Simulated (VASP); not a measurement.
Write the native input for VASP 6.6.1 that does the following.

```
Task                   : single point
Functional             : PBEsol
Potentials or basis    : VASP PAW PBE potentials, release 64 (Y_sv)
Cutoff                 : 520 eV
k mesh                 : 15 × 15 × 8
Occupations            : gaussian, width 0.15 eV
Spin                   : no spin polarisation
Dipole correction      : no
Further INCAR settings : ALGO = Fast; EDIFF = 1e-06; NBANDS = 18
```

The structure of Y lies in POSCAR:

```
Y
1.0
    3.9436191761      0.0000000000      0.0000000000
   -1.9718095880      3.4152743893      0.0000000000
    0.0000000000      0.0000000000      6.2071920000
Y
2
Direct
    0.3333333333      0.6666666667      0.2500000000
    0.6666666667      0.3333333333      0.7500000000
```

This cell differs from its parent crystal: strain +0.080 along x and y, +0.080 along z.

The input as run:

INCAR

```
SYSTEM = Y
ALGO     = Fast           ! electronic algorithm
EDIFF    = 1E-6           ! SCF threshold, eV
ENCUT    = 520            ! plane-wave cutoff, eV
GGA      = PS             ! functional
ISIF     = 2              ! what is computed and relaxed
ISMEAR   = 0              ! smearing method
LASPH    = .True.         ! aspherical terms in the spheres
LCHARG   = .True.         ! write CHGCAR
LELF     = .True.         ! ELF
LREAL    = .False.        ! projectors in reciprocal space
LVHAR    = .True.       
LWAVE    = .False.        ! write WAVECAR
NBANDS   = 18             ! bands
NELM     = 80             ! most SCF steps
PREC     = Accurate       ! precision mode
SIGMA    = 0.15           ! smearing width, eV
```

KPOINTS

```
k-points
0
Gamma
  15 15 8
  0 0 0
```

Potentials or basis: VASP PAW PBE potentials, release 64 (Y_sv).

Launch:

```bash
$ cat potpaw_PBE.64/Y_sv/POTCAR > POTCAR
$ mpirun -np 1 vasp_std > vasp.out
```

It gave:

```json
{
  "Pressure": "-7.8 GPa",
  "Band gap on the k mesh": "zero (bands 11 and 12 overlap by 1.20 eV)"
}
```

Caveat: the cell differs from its parent crystal (strain +0.080 along x and y, +0.080 along z); the cell stands under tension; the PAW data sets were made with another functional, which shifts forces and pressure a little.

Run time: 11 min on 1 thread of Intel Xeon 8259CL (shared host), peak memory 0.34 GiB.
